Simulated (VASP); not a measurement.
InSe: single point with PBE

The system is InSe.

```xyz
2
Lattice="4.0195 0.0000 0.0000 0.0000 4.0195 0.0000 0.0000 0.0000 4.0195" Properties=species:S:1:pos:R:3 pbc="T T T"
In    0.0000    0.0000    0.0000
Se    2.0098    2.0098    2.0098
```

```json
{
  "Program": "VASP 6.6.1",
  "Task": "single point",
  "Functional": "PBE",
  "Potentials or basis": "VASP PAW PBE potentials, release 64 (In_d, Se)",
  "Cutoff": "520 eV",
  "k mesh": "4 × 4 × 4",
  "Occupations": "gaussian, width 0.1 eV",
  "Spin": "no spin polarisation",
  "Dipole correction": "no",
  "Further INCAR settings": "ALGO = Normal; EDIFF = 1e-07; NBANDS = 16"
}
```

```yaml
Pressure: -6.3 GPa
Band_gap_on_the_k_mesh: zero (an odd number of electrons rules out a gap without spin polarisation)
```

Levels at points of the mesh, in eV from the Fermi level:
```
           k point  band 6  band 7  band 8  band 9  band 10  band 11  band 12  band 13  band 14  band 15
(0.00, 0.00, 0.00)  -11.93   -3.69   -0.75   -0.75    -0.75     5.78     5.78     6.51     6.51     6.51
(0.50, 0.00, 0.00)  -11.57   -5.10   -0.11   -0.11     1.00     1.41     4.78     4.78     7.32     8.60
(0.50, 0.50, 0.00)  -11.24   -3.03   -2.78   -2.78     0.11     4.65     4.65     6.18     6.84     9.22
(0.50, 0.50, 0.50)  -11.10   -1.80   -1.62   -1.62    -1.62     1.33     1.33     1.33    12.35    12.35
```

It took 8.4 s on 1 thread of Intel(R) Xeon(R) 6975P-C (Granite Rapids) (shared host), peak memory 0.16 GiB.

Caveat: the k points lie up to 0.39 Å⁻¹ apart, too coarse for converged energies and pressures of a metal; spin-orbit coupling is left out, which moves the levels of the heavy elements.
